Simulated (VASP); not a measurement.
# MnS (Fm-3m) in VASP: notebook

MnS is run at these levels: PBE; tasks: single point.

Everything below comes from runs of VASP 6.6.1. Logs are shortened: lines on timing, memory, paths and dates and some standing lists are left out, and cuts for length are marked.

**1. The cell of the first run**

The structure is cubic, space group Fm-3m (No. 225). Conventional cell: a = 5.318 Å, b = 5.318 Å, c = 5.318 Å, α = 90.00°, β = 90.00°, γ = 90.00°. Mn (site symmetry m-3m) has 6 S at 2.66 Å within 3.5 Å. S (site symmetry m-3m) has 6 Mn at 2.66 Å within 3.5 Å.

**2. Single point, PBE**

Contents of INCAR:

```
SYSTEM = MnS
PREC     = Accurate       ! precision mode
ENCUT    = 500            ! plane-wave cutoff, eV
EDIFF    = 1E-6           ! SCF threshold, eV
ISMEAR   = 0              ! smearing method
SIGMA    = 0.0155         ! smearing width, eV
LREAL    = .False.        ! projectors in reciprocal space
LASPH    = .True.         ! aspherical terms in the spheres
NELM     = 120            ! most SCF steps
ALGO     = Normal         ! electronic algorithm
ISIF     = 2              ! what is computed and relaxed
LWAVE    = .False.        ! write WAVECAR
LCHARG   = .False.        ! write CHGCAR
GGA      = PE             ! functional
NBANDS   = 16             ! bands
GGA_COMPAT= .False.
```

Contents of KPOINTS:

```
Automatic mesh
0
Gamma
  6 6 6
  0 0 0
```

Contents of POSCAR:

```
MnS
1.0
    0.0000000000      2.6589173000      2.6589173000
    2.6589173000      0.0000000000      2.6589173000
    2.6589173000      2.6589173000      0.0000000000
Mn S
1 1
Direct
    0.0000000000      0.0000000000      0.0000000000
    0.5000000000      0.5000000000      0.5000000000
```

Potentials or basis: VASP PAW PBE potentials, release 64 (Mn_pv, S).

Launch:

```console
cat potpaw_PBE.64/Mn_pv/POTCAR potpaw_PBE.64/S/POTCAR > POTCAR
mpirun -np 1 vasp_std > vasp.out
```

OUTCAR:

```text
SYSTEM = MnS
   PREC = Accurate
   ENCUT = 500
   EDIFF = 1E-6
   ISMEAR = 0
   LREAL = .False.
   LASPH = .True.
   NELM = 120
   ISIF = 2
   GGA = PE

 ion  position               nearest neighbor table
   1  0.000  0.000  0.000-   2 2.66   2 2.66   2 2.66   2 2.66   2 2.66   2 2.66
   2  0.500  0.500  0.500-   1 2.66   1 2.66   1 2.66   1 2.66   1 2.66   1 2.66

  LATTYP: Found a face centered cubic cell.
 ALAT       =     5.3178346000

  Lattice vectors:

 A1 = (   0.0000000000,   2.6589173000,   2.6589173000)
 A2 = (   2.6589173000,   0.0000000000,   2.6589173000)
 A3 = (   2.6589173000,   2.6589173000,   0.0000000000)

Analysis of symmetry for initial positions (statically):
=====================================================================
 Subroutine PRICEL returns:
 Original cell was already a primitive cell.

 Routine SETGRP: Setting up the symmetry group for a
 face centered cubic supercell.

 Subroutine GETGRP returns: Found 48 space group operations
 (whereof 48 operations were pure point group operations)
 out of a pool of 48 trial point group operations.

The static configuration has the point symmetry O_h .

Analysis of symmetry for dynamics (positions and initial velocities):
=====================================================================
 Subroutine PRICEL returns:
 Original cell was already a primitive cell.

 Routine SETGRP: Setting up the symmetry group for a
 face centered cubic supercell.

 Subroutine GETGRP returns: Found 48 space group operations
 (whereof 48 operations were pure point group operations)
 out of a pool of 48 trial point group operations.

The dynamic configuration has the point symmetry O_h .

 Subroutine INISYM returns: Found 48 space group operations
 (whereof 48 operations are pure point group operations),
 and found     1 'primitive' translations

----------------------------------------------------------------------------------------

                                     Primitive cell

  volume of cell :      37.5962

  direct lattice vectors                    reciprocal lattice vectors
     0.000000000  2.658917300  2.658917300    -0.188046465  0.188046465  0.188046465
     2.658917300  0.000000000  2.658917300     0.188046465 -0.188046465  0.188046465
     2.658917300  2.658917300  0.000000000     0.188046465  0.188046465 -0.188046465

  length of vectors
     3.760276907  3.760276907  3.760276907     0.325706032  0.325706032  0.325706032

  position of ions in fractional coordinates (direct lattice)
     0.000000000  0.000000000  0.000000000
     0.500000000  0.500000000  0.500000000

  ion indices of the primitive-cell ions
   primitive index   ion index
                 1           1
                 2           2

----------------------------------------------------------------------------------------

 KPOINTS: Automatic mesh

Automatic generation of k-mesh.
 Grid dimensions read from file:
 generate k-points for:    6    6    6

 Generating k-lattice:

  Cartesian coordinates                     Fractional coordinates (reciprocal lattice)
    -0.031341078  0.031341078  0.031341078     0.166666667  0.000000000  0.000000000
     0.031341078 -0.031341078  0.031341078     0.000000000  0.166666667  0.000000000
     0.031341078  0.031341078 -0.031341078     0.000000000  0.000000000  0.166666667

  Length of vectors
     0.054284339  0.054284339  0.054284339

  Shift w.r.t. Gamma in fractional coordinates (k-lattice)
     0.000000000  0.000000000  0.000000000

 Subroutine IBZKPT returns following result:
 ===========================================

 Found     16 irreducible k-points:

 Following reciprocal coordinates:
            Coordinates               Weight
  0.000000  0.000000  0.000000      1.000000
  0.166667  0.000000  0.000000      8.000000
  0.333333  0.000000  0.000000      8.000000
  0.500000  0.000000  0.000000      4.000000
  0.166667  0.166667  0.000000      6.000000
  0.333333  0.166667  0.000000     24.000000
[... 8 lines left out ...]
 -0.333333  0.333333  0.166667     24.000000
 -0.333333  0.500000  0.166667     12.000000
   k-points           NKPTS =     16   k-points in BZ     NKDIM =     16   number of bands    NBANDS=     16
   number of dos      NEDOS =    301   number of ions     NIONS =      2
   total plane-waves  NPLWV =  21952
   dimension x,y,z NGX =    28 NGY =   28 NGZ =   28
   dimension x,y,z NGXF=    56 NGYF=   56 NGZF=   56
   ions per type =               1   1
   NGX,Y,Z   is equivalent  to a cutoff of  12.38, 12.38, 12.38 a.u.
   NGXF,Y,Z  is equivalent  to a cutoff of  24.76, 24.76, 24.76 a.u.
 SYSTEM =  MnS
   PREC   = accura    normal or accurate (medium, high low for compatibility)
   ISTART =      0    job   : 0-new  1-cont  2-samecut
   ICHARG =      2    charge: 1-file 2-atom 10-const
   ISPIN  =      1    spin polarized calculation?
   LNONCOLLINEAR =      F non collinear calculations
   LSORBIT =      F    spin-orbit coupling
   LASPH  =      T    aspherical Exc in radial PAW
   ENCUT  =  500.0 eV  36.75 Ry    6.06 a.u.   6.86  6.86  6.86*2*pi/ulx,y,z
   NELM   =    120;   NELMIN=  2; NELMDL= -5     # of ELM steps
   EDIFF  = 0.1E-05   stopping-criterion for ELM
   LREAL  =      F    real-space projection
[... 7 lines left out ...]
   TEBEG  =    0.0;   TEEND  =   0.0 temperature during run
   PSTRESS=    0.0 pullay stress
   NELECT =      19.0000    total number of electrons
   NUPDOWN=      -1.0000    fix difference up-down
   EMIN   =  10.00;   EMAX   =-10.00  energy-range for DOS
   EFERMI =   0.00;   METHOD = LEGACY
   ISMEAR =     0;   SIGMA  =   0.02  broadening in eV -4-tet -1-fermi 0-gaus
   EFERMI_NEDOS =   21; number of points for ismear=-14 and -15
   IALGO  =     38    algorithm
   IMIX   =      4    mixing-type and parameters
     AMIX     =   0.40;   BMIX     =  1.00
     AMIX_MAG =   1.60;   BMIX_MAG =  1.00
  volume/ion in A,a.u.               =      18.80       126.86
  Fermi-wavevector in a.u.,A,eV,Ry     =   1.304001  2.464204 23.135594  1.700418
  Thomas-Fermi vector in A             =   2.434966
   LORBIT       =      0    0 simple, 1 ext, 2 COOP (PROOUT), +10 PAW based schemes
   GGA     = PE    functional components
   LHFCALC =     F    Hartree Fock is set to
   AEXX    =    0.0000 exact exchange contribution
   IVDW    =     0    specifies the selected vdW correction
   LEPSILON=     F    determine dielectric tensor
   LRPA    =     F    only Hartree local field effects (RPA)
 non-spin polarized calculation
 Gauss-broadening in eV      SIGMA  =   0.02
  energy-cutoff  :      500.00
  volume of cell :       37.60
 maximum number of plane-waves:       982
   NGX = 13   NGY = 13   NGZ = 13

 number of electron      19.0000008 magnetization

 Free energy of the ion-electron system (eV)
  ---------------------------------------------------
  ext. energy  EPLUGINS =         0.00000000
  ---------------------------------------------------
  free energy    TOTEN  =       -11.53947056 eV

  energy without entropy =      -11.53775383  energy(sigma->0) =      -11.53861220

 E-fermi :   5.3635     XC(G=0): -10.4269

 val. band max:        5.3570001554   @ k =  -0.3333   0.1667   0.0000
 cond. band min:       5.3799096628   @ k =  -0.3333   0.3333   0.1667
 fundamental gap:      0.0229095074
 Fermi energy:         5.3635463070

 k-point     1 :       0.0000    0.0000    0.0000
  band No.  band energies     occupation
      1     -42.4233      2.00000
      2     -42.4233      2.00000
      3     -42.4233      2.00000
      4      -8.5323      2.00000
      5       3.7805      2.00000
      6       3.7805      2.00000
[... 8 lines left out ...]
     15      14.7449      0.00000
     16      14.7449      0.00000

 k-point     2 :       0.1667    0.0000    0.0000
  band No.  band energies     occupation
      1     -42.4249      2.00000
      2     -42.4235      2.00000
      3     -42.4235      2.00000
      4      -8.3058      2.00000
      5       2.2085      2.00000
      6       2.9942      2.00000
[... 8 lines left out ...]
     15      14.2917      0.00000
     16      14.2917      0.00000

 k-point     3 :       0.3333    0.0000    0.0000
  band No.  band energies     occupation
      1     -42.4284      2.00000
      2     -42.4240      2.00000
      3     -42.4240      2.00000
      4      -7.7771      2.00000
      5       0.2725      2.00000
      6       2.2568      2.00000
[... 8 lines left out ...]
     15      12.4904      0.00000
     16      13.2409      0.00000

 k-point     4 :       0.5000    0.0000    0.0000
  band No.  band energies     occupation
      1     -42.4301      2.00000
      2     -42.4242      2.00000
      3     -42.4242      2.00000
      4      -7.4565      2.00000
      5      -0.5596      2.00000
      6       1.9940      2.00000
[... 8 lines left out ...]
     15      11.6293      0.00000
     16      14.1337      0.00000

 k-point     5 :       0.1667    0.1667    0.0000
  band No.  band energies     occupation
      1     -42.4248      2.00000
      2     -42.4239      2.00000
      3     -42.4239      2.00000
      4      -8.2390      2.00000
      5       1.8849      2.00000
      6       3.1404      2.00000
[... 8 lines left out ...]
     15      13.3268      0.00000
     16      14.5726      0.00000

 k-point     6 :       0.3333    0.1667    0.0000
  band No.  band energies     occupation
      1     -42.4274      2.00000
      2     -42.4245      2.00000
      3     -42.4245      2.00000
      4      -7.8289      2.00000
      5       0.7439      2.00000
      6       2.2641      2.00000
[... 8 lines left out ...]
     15      12.9022      0.00000
     16      14.0362      0.00000
[... 115 lines left out ...]
 k-point    13 :       0.5000    0.5000    0.0000
  band No.  band energies     occupation
      1     -42.4295      2.00000
      2     -42.4260      2.00000
      3     -42.4260      2.00000
      4      -7.3279      2.00000
      5       0.3089      2.00000
      6       2.4298      2.00000
[... 8 lines left out ...]
     15      15.5377      0.00000
     16      17.6746      0.00000

 k-point    14 :       0.5000    0.3333    0.1667
  band No.  band energies     occupation
      1     -42.4283      2.00000
      2     -42.4261      2.00000
      3     -42.4248      2.00000
      4      -7.4925      2.00000
      5       0.3745      2.00000
      6       1.7790      2.00000
[... 8 lines left out ...]
     15      12.4554      0.00000
     16      14.5828      0.00000

 k-point    15 :      -0.3333    0.3333    0.1667
  band No.  band energies     occupation
      1     -42.4285      2.00000
      2     -42.4268      2.00000
      3     -42.4252      2.00000
      4      -7.3077      2.00000
      5       0.3317      2.00000
      6       1.2570      2.00000
[... 8 lines left out ...]
     15      13.4167      0.00000
     16      13.6900      0.00000

 k-point    16 :      -0.3333    0.5000    0.1667
  band No.  band energies     occupation
      1     -42.4286      2.00000
      2     -42.4268      2.00000
      3     -42.4259      2.00000
      4      -7.2736      2.00000
      5       0.6289      2.00000
      6       1.5370      2.00000
[... 8 lines left out ...]
     15      14.0545      0.00000
     16      14.1342      0.00000

------------------------ aborting loop because EDIFF is reached ----------------------------------------

  FORCE on cell =-STRESS in cart. coord.  units (eV):
  Direction    XX          YY          ZZ          XY          YZ          ZX
  --------------------------------------------------------------------------------------
  -------------------------------------------------------------------------------------
  Total       -5.6774331     -5.6774331     -5.6774331      0.0000000      0.0000000      0.0000000
  in kB     -241.9458202   -241.9458202   -241.9458202      0.0000000      0.0000000      0.0000000
  external PRESSURE =    -241.9458202 kB  Pullay stress =       0.0000000 kB

 VOLUME and BASIS-vectors are now :
 -----------------------------------------------------------------------------
  energy-cutoff  :      500.00
  volume of cell :       37.60
      direct lattice vectors                 reciprocal lattice vectors
     0.000000000  2.658917300  2.658917300    -0.188046465  0.188046465  0.188046465
     2.658917300  0.000000000  2.658917300     0.188046465 -0.188046465  0.188046465
     2.658917300  2.658917300  0.000000000     0.188046465  0.188046465 -0.188046465

 POSITION                                       TOTAL-FORCE (eV/Angst)
 -----------------------------------------------------------------------------------
      0.00000      0.00000      0.00000        -0.000000      0.000000      0.000000
      2.65892      2.65892      2.65892         0.000000      0.000000     -0.000000
 -----------------------------------------------------------------------------------
    total drift:                               -0.000000      0.000000      0.000000

  FREE ENERGIE OF THE ION-ELECTRON SYSTEM (eV)
  ---------------------------------------------------
  free  energy   TOTEN  =       -11.5394705635 eV

  energy  without entropy=      -11.5377538319  energy(sigma->0) =      -11.53861220
```

It took 15 s on 1 thread of Intel Xeon Platinum 8259CL at 2.50GHz (Skylake/Cascade Lake), shared host; peak memory 0.15 GiB.

Results:

* Free energy: -11.5395 eV
* Pressure: -24.2 GPa
* Band gap on the k mesh: zero (an odd number of electrons rules out a gap without spin polarisation)

Caveat: the cell stands under tension; the run has no spin polarisation, though such a crystal can be magnetic; semilocal functionals often make such compounds metallic where correlation or magnetic order opens a gap, which also shifts bond lengths.

**3. Single point, PBE, collinear spin, ferromagnetic start**

Contents of INCAR:

```
SYSTEM = MnS
PREC = Accurate ; ENCUT = 500
EDIFF = 1E-6 ; ISMEAR = 0
SIGMA = 0.0155 ; LREAL = .FALSE.
LASPH = .TRUE. ; NELM = 200
ALGO = Normal ; ISIF = 2
LWAVE = .FALSE. ; LCHARG = .FALSE.
ISPIN = 2 ; MAGMOM = 4.5 0
LORBIT = 11 ; LMAXMIX = 4
GGA = PE ; NBANDS = 20
GGA_COMPAT = .FALSE.
```

Contents of KPOINTS:

```
Automatic mesh
0
G
  6 6 6
  0 0 0
```

POSCAR is that of step 2.

Potentials or basis: VASP PAW PBE potentials, release 64 (Mn_pv, S).

Launch:

```console
cat potpaw_PBE.64/Mn_pv/POTCAR potpaw_PBE.64/S/POTCAR > POTCAR
mpirun -np 1 vasp_std > vasp.out
```

OUTCAR:

```text
SYSTEM = MnS
   PREC = Accurate
   ENCUT = 500
   EDIFF = 1E-6
   ISMEAR = 0
   LREAL = .FALSE.
   LASPH = .TRUE.
   NELM = 200
   ISIF = 2
   ISPIN = 2
   LORBIT = 11
   GGA = PE

 ion  position               nearest neighbor table
   1  0.000  0.000  0.000-   2 2.66   2 2.66   2 2.66   2 2.66   2 2.66   2 2.66
   2  0.500  0.500  0.500-   1 2.66   1 2.66   1 2.66   1 2.66   1 2.66   1 2.66

  LATTYP: Found a face centered cubic cell.
 ALAT       =     5.3178346000

  Lattice vectors:

 A1 = (   0.0000000000,   2.6589173000,   2.6589173000)
 A2 = (   2.6589173000,   0.0000000000,   2.6589173000)
 A3 = (   2.6589173000,   2.6589173000,   0.0000000000)

[... 936 lines left out ...]

 VOLUME and BASIS-vectors are now :
 -----------------------------------------------------------------------------
  energy-cutoff  :      500.00
  volume of cell :       37.60
      direct lattice vectors                 reciprocal lattice vectors
     0.000000000  2.658917300  2.658917300    -0.188046465  0.188046465  0.188046465
     2.658917300  0.000000000  2.658917300     0.188046465 -0.188046465  0.188046465
     2.658917300  2.658917300  0.000000000     0.188046465  0.188046465 -0.188046465

 POSITION                                       TOTAL-FORCE (eV/Angst)
 -----------------------------------------------------------------------------------
      0.00000      0.00000      0.00000        -0.000000     -0.000000     -0.000000
      2.65892      2.65892      2.65892         0.000000      0.000000      0.000000
 -----------------------------------------------------------------------------------
    total drift:                               -0.000000      0.000000      0.000000

  FREE ENERGIE OF THE ION-ELECTRON SYSTEM (eV)
  ---------------------------------------------------
  free  energy   TOTEN  =       -14.0022078716 eV

  energy  without entropy=      -14.0020167915  energy(sigma->0) =      -14.00211233

 total charge

# of ion       s       p       d       tot
------------------------------------------
    1        0.204   6.143   4.912  11.259
    2        1.328   2.377   0.000   3.706
--------------------------------------------------
tot          1.533   8.520   4.912  14.965

 magnetization (x)

# of ion       s       p       d       tot
------------------------------------------
    1        0.049   0.035   4.194   4.278
    2        0.024   0.065   0.000   0.089
--------------------------------------------------
tot          0.073   0.100   4.194   4.368
```

stdout:

```text
POSCAR found type information on POSCAR MnS
 POSCAR found :  2 types and       2 ions
 scaLAPACK will be used
 LDA part: xc-table for (Slater+PW92), standard interpolation
 POSCAR, INCAR and KPOINTS ok, starting setup
 FFT: planning ... GRIDC
 FFT: planning ... GRID_SOFT
 FFT: planning ... GRID
 WAVECAR not read
 entering main loop
```

It took 29 s on 1 thread of Intel Xeon Platinum 8259CL at 2.50GHz (Skylake/Cascade Lake), shared host; peak memory 0.17 GiB.

What came out:

| Property | Result |
| --- | --- |
| Free energy | -14.0022 eV |
| Pressure | -7.2 GPa |
| Net moment | 4.71 μB per cell |
| Site moments | Mn +4.28; S +0.09 μB |
| Valence electrons inside the program's atomic spheres | Mn 11.26; S 3.71 |

Caveat: the cell stands under tension; a cell with one magnetic atom can't hold antiferromagnetic order, which such compounds often take; semilocal functionals often make such compounds metallic where correlation or magnetic order opens a gap, which also shifts bond lengths.
